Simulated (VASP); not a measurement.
# Ta2C (P-3m1) in VASP: further runs

Ta2C is run at these levels: PBEsol; tasks: single point.

Program: VASP 6.6.1. These are calculated values, not measurements. Logs are shortened: lines on timing, memory, paths and dates and some standing lists are left out, and cuts for length are marked.

### 1 The cell of the first run

The structure is trigonal, space group P-3m1 (No. 164). Conventional cell: a = 3.126 Å, b = 3.126 Å, c = 4.892 Å, α = 90.00°, β = 90.00°, γ = 120.00°. Within 2.9 Å of Ta (site symmetry 3m) lie 3 C at 2.19 Å. C (site symmetry -3m) has 6 Ta at 2.19 Å within 2.9 Å.

### 2 Single point, PBEsol (biaxial strain in the a-b plane: +1.0 %)

Input file INCAR:

```
SYSTEM = Ta2C
ALGO     = Normal         ! electronic algorithm
EDIFF    = 1E-7           ! SCF threshold, eV
ENCUT    = 520            ! plane-wave cutoff, eV
GGA      = PS             ! functional
ISIF     = 2              ! what is computed and relaxed
ISMEAR   = 0              ! smearing method
LASPH    = .True.         ! aspherical terms in the spheres
LCHARG   = .False.        ! write CHGCAR
LREAL    = .False.        ! projectors in reciprocal space
LWAVE    = .False.        ! write WAVECAR
NBANDS   = 20             ! bands
NELM     = 80             ! most SCF steps
PREC     = Accurate       ! precision mode
SIGMA    = 0.1            ! smearing width, eV
```

Input file KPOINTS:

```
k-points
0
Gamma
  18 18 10
  0 0 0
```

Input file POSCAR:

```
Ta2C
1.0
    3.1262537035      0.0000000000      0.0000000000
   -1.5631268518      2.7074151259      0.0000000000
    0.0000000000      0.0000000000      4.8915538134
Ta C
2 1
Direct
    0.3333333333      0.6666666667      0.2528761937
    0.6666666667      0.3333333333      0.7471238063
    0.0000000000      0.0000000000      0.0000000000
```

Potentials or basis: VASP PAW PBE potentials, release 64 (Ta_pv, C).

On the command line:

```
$ cat potpaw_PBE.64/Ta_pv/POTCAR potpaw_PBE.64/C/POTCAR > POTCAR
$ mpirun -np 1 vasp_std > vasp.out
```

OUTCAR:

```text
SYSTEM = Ta2C
   EDIFF = 1E-7
   ENCUT = 520
   GGA = PS
   ISIF = 2
   ISMEAR = 0
   LASPH = .True.
   LREAL = .False.
   NELM = 80
   PREC = Accurate

 ion  position               nearest neighbor table
   1  0.333  0.667  0.253-   3 2.19   3 2.19   3 2.19   2 3.02   2 3.02   2 3.02   2 3.06   2 3.06
                             2 3.06
   2  0.667  0.333  0.747-   3 2.19   3 2.19   3 2.19   1 3.02   1 3.02   1 3.02   1 3.06   1 3.06
                             1 3.06
   3  0.000  0.000  0.000-   1 2.19   2 2.19   2 2.19   1 2.19   2 2.19   1 2.19

  LATTYP: Found a hexagonal cell.
 ALAT       =     3.1262537035
 C/A-ratio  =     1.5646694982

  Lattice vectors:

 A1 = (   3.1262537035,   0.0000000000,   0.0000000000)
 A2 = (  -1.5631268518,   2.7074151259,   0.0000000000)
 A3 = (   0.0000000000,   0.0000000000,   4.8915538134)

Analysis of symmetry for initial positions (statically):
=====================================================================
 Subroutine PRICEL returns:
 Original cell was already a primitive cell.

 Routine SETGRP: Setting up the symmetry group for a
 hexagonal supercell.

 Subroutine GETGRP returns: Found 12 space group operations
 (whereof 12 operations were pure point group operations)
 out of a pool of 24 trial point group operations.

The static configuration has the point symmetry D_3d.

Analysis of symmetry for dynamics (positions and initial velocities):
=====================================================================
 Subroutine PRICEL returns:
 Original cell was already a primitive cell.

 Routine SETGRP: Setting up the symmetry group for a
 hexagonal supercell.

 Subroutine GETGRP returns: Found 12 space group operations
 (whereof 12 operations were pure point group operations)
 out of a pool of 24 trial point group operations.

The dynamic configuration has the point symmetry D_3d.

 Subroutine INISYM returns: Found 12 space group operations
 (whereof 12 operations are pure point group operations),
 and found     1 'primitive' translations

----------------------------------------------------------------------------------------

                                     Primitive cell

  volume of cell :      41.4024

  direct lattice vectors                    reciprocal lattice vectors
     3.126253704  0.000000000  0.000000000     0.319871672  0.184677996  0.000000000
[... 80 lines left out ...]
   ISTART =      0    job   : 0-new  1-cont  2-samecut
   ICHARG =      2    charge: 1-file 2-atom 10-const
   ISPIN  =      1    spin polarized calculation?
   LNONCOLLINEAR =      F non collinear calculations
   LSORBIT =      F    spin-orbit coupling
   LASPH  =      T    aspherical Exc in radial PAW
   ENCUT  =  520.0 eV  38.22 Ry    6.18 a.u.   5.81  5.81  9.10*2*pi/ulx,y,z
   NELM   =     80;   NELMIN=  2; NELMDL= -5     # of ELM steps
   EDIFF  = 0.1E-06   stopping-criterion for ELM
   LREAL  =      F    real-space projection
   EDIFFG = 0.1E-05   stopping-criterion for IOM
   NSW    =      0    number of steps for IOM
   IBRION =     -1    ionic relax: 0-MD 1-quasi-New 2-CG
   NFREE  =      0    steps in history (QN), initial steepest desc. (CG)
   ISIF   =      2    stress and relaxation
   ISYM   =      2    0-nonsym 1-usesym 2-fastsym
   POTIM  = 0.5000    time-step for ionic-motion
   TEBEG  =    0.0;   TEEND  =   0.0 temperature during run
   PSTRESS=    0.0 pullay stress
   NELECT =      26.0000    total number of electrons
   NUPDOWN=      -1.0000    fix difference up-down
   EMIN   =  10.00;   EMAX   =-10.00  energy-range for DOS
   EFERMI =   0.00;   METHOD = LEGACY
   ISMEAR =     0;   SIGMA  =   0.10  broadening in eV -4-tet -1-fermi 0-gaus
   EFERMI_NEDOS =   21; number of points for ismear=-14 and -15
   IALGO  =     38    algorithm
   IMIX   =      4    mixing-type and parameters
     AMIX     =   0.40;   BMIX     =  1.00
     AMIX_MAG =   1.60;   BMIX_MAG =  1.00
  volume/ion in A,a.u.               =      13.80        93.13
  Fermi-wavevector in a.u.,A,eV,Ry     =   1.401922  2.649249 26.740706  1.965386
  Thomas-Fermi vector in A             =   2.524735
   LORBIT       =      0    0 simple, 1 ext, 2 COOP (PROOUT), +10 PAW based schemes
   GGA     = PS    functional components
   LHFCALC =     F    Hartree Fock is set to
   AEXX    =    0.0000 exact exchange contribution
   IVDW    =     0    specifies the selected vdW correction
   LEPSILON=     F    determine dielectric tensor
   LRPA    =     F    only Hartree local field effects (RPA)
 non-spin polarized calculation
 Gauss-broadening in eV      SIGMA  =   0.10
  energy-cutoff  :      520.00
  volume of cell :       41.40
 maximum number of plane-waves:      1134
   NGX = 11   NGY = 11   NGZ = 19

 number of electron      25.9999999 magnetization

 Free energy of the ion-electron system (eV)
  ---------------------------------------------------
  ext. energy  EPLUGINS =         0.00000000
  ---------------------------------------------------
  free energy    TOTEN  =       -36.69220813 eV

  energy without entropy =      -36.68872177  energy(sigma->0) =      -36.69046495

 E-fermi :   6.3656     XC(G=0): -12.8709

 val. band max:        6.3199993190   @ k =   0.1111  -0.0000   0.5000
 cond. band min:       6.3684937615   @ k =  -0.1111   0.3889   0.4000
 fundamental gap:      0.0484944425
 Fermi energy:         6.3656289725

 k-point     1 :       0.0000    0.0000    0.0000
  band No.  band energies     occupation
      1     -28.4241      2.00000
      2     -27.7615      2.00000
      3     -27.7615      2.00000
      4     -27.6395      2.00000
      5     -27.6395      2.00000
      6     -27.5249      2.00000
[... 541 lines left out ...]
     19      11.9625      0.00000
     20      12.4850      0.00000

 [... further k-points ...]
[... 5 lines left out ...]
  --------------------------------------------------------------------------------------
  -------------------------------------------------------------------------------------
  Total       -1.3413413     -1.3413413      0.1198775      0.0000000      0.0000000      0.0000000
  in kB      -51.9067653    -51.9067653      4.6389773      0.0000000      0.0000000      0.0000000
  external PRESSURE =     -33.0581844 kB  Pullay stress =       0.0000000 kB

 VOLUME and BASIS-vectors are now :
 -----------------------------------------------------------------------------
  energy-cutoff  :      520.00
  volume of cell :       41.40
      direct lattice vectors                 reciprocal lattice vectors
     3.126253704  0.000000000  0.000000000     0.319871672  0.184677996  0.000000000
    -1.563126852  2.707415126  0.000000000     0.000000000  0.369355992  0.000000000
     0.000000000  0.000000000  4.891553813     0.000000000  0.000000000  0.204434018

 POSITION                                       TOTAL-FORCE (eV/Angst)
 -----------------------------------------------------------------------------------
     -0.00000      1.80494      1.23696         0.000000      0.000000     -0.035700
      1.56313      0.90247      3.65460        -0.000000     -0.000000      0.035700
      0.00000      0.00000      0.00000        -0.000000      0.000000     -0.000000
 -----------------------------------------------------------------------------------
    total drift:                                0.000000     -0.000000      0.000000

  FREE ENERGIE OF THE ION-ELECTRON SYSTEM (eV)
  ---------------------------------------------------
  free  energy   TOTEN  =       -36.6922081350 eV

  energy  without entropy=      -36.6887217693  energy(sigma->0) =      -36.69046495
```

It took 2.5 min on 1 thread of Intel Xeon Platinum 8259CL at 2.50GHz (Skylake/Cascade Lake), shared host; peak memory 0.35 GiB.

What came out:

```
Free energy            : -36.6922 eV
Pressure               : -3.3 GPa
Largest force          : 0.036 eV/Å
Band gap on the k mesh : zero (bands 13 and 14 overlap by 0.86 eV)
```

Forces in eV/Å, atoms in the order of the input:
```
Ta   0.000  0.000 -0.036
Ta   0.000  0.000  0.036
C    0.000  0.000  0.000
```

Levels at points of the mesh, in eV from the Fermi level:
```csv
k point,band 11,band 12,band 13,band 14,band 15,band 16
"(0.00, 0.00, 0.00)",-2.92,0.14,0.52,0.52,1.01,1.01
"(0.50, 0.00, 0.00)",-3.68,-1.82,-0.25,3.30,3.51,4.63
"(0.00, 0.00, 0.50)",-1.68,-1.45,-0.34,-0.34,2.95,2.95
"(0.50, 0.00, 0.50)",-2.44,-1.18,-1.00,1.48,1.64,4.16
```

Caveat: the cell differs from its parent crystal (biaxial strain in the a-b plane: +1.0 %); the cell stands under tension; the PAW data sets were made with another functional, which shifts forces and pressure a little; spin-orbit coupling is left out, which moves the levels of the heavy elements.

### 3 Single point, PBEsol (biaxial strain in the a-b plane: +2.0 %, then relaxed in part)

Input file INCAR:

```
PREC = Accurate
ENCUT = 520
EDIFF = 1E-6
ISMEAR = 0
SIGMA = 0.1
LREAL = F
LASPH = T
NELM = 80
ALGO = Normal
ISIF = 2
LWAVE = F
LCHARG = F
GGA = PS
NBANDS = 20
```

Input file KPOINTS:

```
Automatic mesh
0
Gamma
  18 18 10
```

Input file POSCAR:

```
Ta2C
1.0
    3.1572067105      0.0000000000      0.0000000000
   -1.5786033552      2.7342212163      0.0000000000
    0.0000000000      0.0000000000      4.8664246303
Ta C
2 1
Direct
    0.3333333333      0.6666666667      0.2516825963
    0.6666666667      0.3333333333      0.7483174037
    0.0000000000      0.0000000000      0.0000000000
```

Potentials or basis: VASP PAW PBE potentials, release 64 (Ta_pv, C).

On the command line:

```
$ cat potpaw_PBE.64/Ta_pv/POTCAR potpaw_PBE.64/C/POTCAR > POTCAR
$ mpirun -np 1 vasp_std > vasp.out
```

OUTCAR:

```text
PREC = Accurate
   ENCUT = 520
   EDIFF = 1E-6
   ISMEAR = 0
   LREAL = F
   LASPH = T
   NELM = 80
   ISIF = 2
   GGA = PS

 ion  position               nearest neighbor table
   1  0.333  0.667  0.252-   3 2.20   3 2.20   3 2.20   2 3.03   2 3.03   2 3.03   2 3.05   2 3.05
                             2 3.05
   2  0.667  0.333  0.748-   3 2.20   3 2.20   3 2.20   1 3.03   1 3.03   1 3.03   1 3.05   1 3.05
                             1 3.05
   3  0.000  0.000  0.000-   1 2.20   2 2.20   1 2.20   2 2.20   2 2.20   1 2.20

  LATTYP: Found a hexagonal cell.
 ALAT       =     3.1572067105
 C/A-ratio  =     1.5413702923

  Lattice vectors:

 A1 = (   3.1572067105,   0.0000000000,   0.0000000000)
 A2 = (  -1.5786033552,   2.7342212163,   0.0000000000)
 A3 = (   0.0000000000,   0.0000000000,   4.8664246303)

Analysis of symmetry for initial positions (statically):
=====================================================================
 Subroutine PRICEL returns:
 Original cell was already a primitive cell.

 Routine SETGRP: Setting up the symmetry group for a
 hexagonal supercell.

[... 162 lines left out ...]
  ext. energy  EPLUGINS =         0.00000000
  ---------------------------------------------------
  free energy    TOTEN  =       -36.65210202 eV

  energy without entropy =      -36.64831989  energy(sigma->0) =      -36.65021095

 E-fermi :   6.2198     XC(G=0): -12.7934

 val. band max:        6.2172312868   @ k =  -0.1111   0.2778   0.3000
 cond. band min:       6.2225240800   @ k =   0.0000   0.1111   0.2000
 fundamental gap:      0.0052927933
 Fermi energy:         6.2197591522

 k-point     1 :       0.0000    0.0000    0.0000
  band No.  band energies     occupation
      1     -28.5678      2.00000
      2     -27.9514      2.00000
      3     -27.9514      2.00000
      4     -27.8257      2.00000
      5     -27.8257      2.00000
      6     -27.6881      2.00000
[... 541 lines left out ...]
     19      11.6442      0.00000
     20      12.2645      0.00000

 [... further k-points ...]
[... 5 lines left out ...]
  --------------------------------------------------------------------------------------
  -------------------------------------------------------------------------------------
  Total       -2.6798932     -2.6798932      0.1021970     -0.0000000      0.0000000     -0.0000000
  in kB     -102.2071807   -102.2071807      3.8976438     -0.0000000      0.0000000     -0.0000000
  external PRESSURE =     -66.8389059 kB  Pullay stress =       0.0000000 kB

 VOLUME and BASIS-vectors are now :
 -----------------------------------------------------------------------------
  energy-cutoff  :      520.00
  volume of cell :       42.01
      direct lattice vectors                 reciprocal lattice vectors
     3.157206711  0.000000000  0.000000000     0.316735675  0.182867427  0.000000000
    -1.578603355  2.734221216  0.000000000     0.000000000  0.365734855  0.000000000
     0.000000000  0.000000000  4.866424630     0.000000000  0.000000000  0.205489672

 POSITION                                       TOTAL-FORCE (eV/Angst)
 -----------------------------------------------------------------------------------
     -0.00000      1.82281      1.22479        -0.000000      0.000000      0.042162
      1.57860      0.91141      3.64163         0.000000     -0.000000     -0.042162
      0.00000      0.00000      0.00000         0.000000      0.000000      0.000000
 -----------------------------------------------------------------------------------
    total drift:                                0.000000     -0.000000      0.000000

  FREE ENERGIE OF THE ION-ELECTRON SYSTEM (eV)
  ---------------------------------------------------
  free  energy   TOTEN  =       -36.6521020188 eV

  energy  without entropy=      -36.6483198852  energy(sigma->0) =      -36.65021095
```

It took 2.2 min on 1 thread of Intel Xeon Platinum 8259CL at 2.50GHz (Skylake/Cascade Lake), shared host; peak memory 0.36 GiB.

What came out:

```
Free energy            : -36.6521 eV
Pressure               : -6.7 GPa
Largest force          : 0.042 eV/Å
Band gap on the k mesh : zero (bands 13 and 14 overlap by 0.90 eV)
```

Forces on the atoms (eV/Å):
```
Ta   0.000  0.000  0.042
Ta   0.000  0.000 -0.042
C    0.000  0.000  0.000
```

Levels at points of the mesh, in eV from the Fermi level:
```csv
k point,band 9,band 10,band 11,band 12,band 13,band 14,band 15,band 16,band 17,band 18
"(0.00, 0.00, 0.00)",-3.67,-3.67,-2.84,0.30,0.53,0.53,0.91,0.91,2.38,2.38
"(0.50, 0.00, 0.00)",-4.07,-4.02,-3.58,-1.82,-0.26,3.13,3.70,4.53,4.74,5.11
"(0.00, 0.00, 0.50)",-3.93,-3.93,-1.47,-1.39,-0.37,-0.37,2.91,2.91,3.52,3.52
"(0.50, 0.00, 0.50)",-4.36,-3.58,-2.35,-1.18,-1.00,1.46,1.81,3.96,4.56,4.58
```

Caveat: the cell differs from its parent crystal (biaxial strain in the a-b plane: +2.0 %, then relaxed in part); the cell stands under tension; the PAW data sets were made with another functional, which shifts forces and pressure a little; spin-orbit coupling is left out, which moves the levels of the heavy elements.

### 4 Single point, PBEsol (biaxial strain in the a-b plane: +2.0 %)

Input file INCAR:

```
SYSTEM = Ta2C
  ALGO = Normal
  EDIFF = 1E-7
  ENCUT = 520
  GGA = PS
  ISIF = 2
  ISMEAR = 0
  LASPH = .True.
  LCHARG = .True.
  LELF = .True.
  LREAL = .False.
  LVHAR = .True.
  LWAVE = .False.
  NBANDS = 20
  NELM = 80
  PREC = Accurate
  SIGMA = 0.1
```

Input file KPOINTS:

```
k-points
0
Gamma
  18 18 10
  0 0 0
```

Input file POSCAR:

```
Ta2C
1.0
    3.1572067105      0.0000000000      0.0000000000
   -1.5786033552      2.7342212163      0.0000000000
    0.0000000000      0.0000000000      4.8620273316
Ta C
2 1
Direct
    0.3333333333      0.6666666667      0.2523141901
    0.6666666667      0.3333333333      0.7476858099
    0.0000000000      0.0000000000      0.0000000000
```

On the command line:

```
$ cat potpaw_PBE.64/Ta_pv/POTCAR potpaw_PBE.64/C/POTCAR > POTCAR
$ mpirun -np 1 vasp_std > vasp.out
```

It took 2.5 min on 1 thread of Intel Xeon Platinum 8259CL at 2.50GHz (Skylake/Cascade Lake), shared host; peak memory 0.36 GiB.

Results (log left out):

```
Free energy            : -36.6520 eV
Pressure               : -6.6 GPa
Largest force          : 0.042 eV/Å
Band gap on the k mesh : zero (bands 13 and 14 overlap by 0.91 eV)
```

Forces on the atoms (eV/Å):
```
Ta   0.000  0.000 -0.042
Ta   0.000  0.000  0.042
C    0.000  0.000  0.000
```

Stress tensor (GPa, compression positive):
```
-10.25   0.00   0.00
  0.00 -10.25   0.00
  0.00   0.00   0.65
```

Levels at points of the mesh, in eV from the Fermi level:
```csv
k point,band 10,band 11,band 12,band 13,band 14,band 15,band 16,band 17
"(0.00, 0.00, 0.00)",-3.65,-2.84,0.31,0.54,0.54,0.91,0.91,2.36
"(0.50, 0.00, 0.00)",-4.01,-3.59,-1.83,-0.25,3.13,3.69,4.54,4.75
"(0.00, 0.00, 0.50)",-3.92,-1.49,-1.37,-0.37,-0.37,2.93,2.93,3.52
"(0.50, 0.00, 0.50)",-3.57,-2.34,-1.19,-1.01,1.44,1.78,3.97,4.55
```

Caveat: the cell differs from its parent crystal (biaxial strain in the a-b plane: +2.0 %); the cell stands under tension; the PAW data sets were made with another functional, which shifts forces and pressure a little; spin-orbit coupling is left out, which moves the levels of the heavy elements.

[end of part 1 of 2]
